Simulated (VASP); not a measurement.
SnTe:

```
CELL_PARAMETERS angstrom
0.00000 3.08653 3.08653
3.08653 0.00000 3.08653
3.08653 3.08653 0.00000
ATOMIC_POSITIONS crystal
Te 0.50000 0.50000 0.50000
Sn 0.00000 0.00000 0.00000
```

Base run:

| Quantity | Value |
| --- | --- |
| Program | VASP 6.6.1 |
| Functional | r2SCAN |
| Potentials or basis | VASP PAW PBE potentials, release 64 (Te, Sn_d) |
| Cutoff | 520 eV |
| k mesh | 7 × 7 × 7 |
| Occupations | fermi-dirac, width 0.05 eV |
| Spin | no spin polarisation |

Its results: pressure 5.1 GPa.

Question: The run is repeated on the same cell with these changes: functional from r2SCAN to PBE exchange alone. What comes out?

Answer: Pressure 15.8 GPa.

Caveats: the PAW data sets were made with another functional, which shifts forces and pressure a little (some runs).
